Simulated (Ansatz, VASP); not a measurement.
**InAs in VASP and in Ansatz**

```xyz
2
Lattice="0.0000 2.8773 2.8773 2.8773 0.0000 2.8773 2.8773 2.8773 0.0000" Properties=species:S:1:pos:R:3 pbc="T T T"
In    2.8773    2.8773    2.8773
As    0.0000    0.0000    0.0000
```

Alike in both runs: task relaxation of cell and atoms; functional PBE; dispersion D3(BJ); k mesh 8 × 8 × 8; occupations fermi-dirac, width 0.05 eV; no spin polarisation.

|  | VASP | Ansatz |
| --- | --- | --- |
| version | VASP 6.6.1 | Ansatz 0.2.0 |
| potentials or method | VASP PAW PBE potentials, release 64 (In_d, As) | Ansatz PAW |
| plane-wave cutoff (eV) | 600 | 420 |
| valence electrons in the cell | 18 | 28 |

|  | VASP | Ansatz | Ansatz less VASP |
| --- | --- | --- | --- |
| gap on the k mesh at the Fermi level, each at its own relaxed structure (eV) | none | none | - |
| relaxed volume (Å³/atom) | 22.85 | 22.82 | -0.033 |
| relaxed cell length with the largest relative difference (Å) | 4.013 | 4.011 | -0.0020 |

A gap of «none» marks a metal or a gap that the smearing closes. VASP's potentials hold 18 valence electrons a cell and Ansatz's 28, so a difference there can come from the potentials and not from the codes.

Noted on Ansatz's run: the plane-wave basis is chosen anew once the cell has moved, so the energies of steps on either side of that aren't comparable.
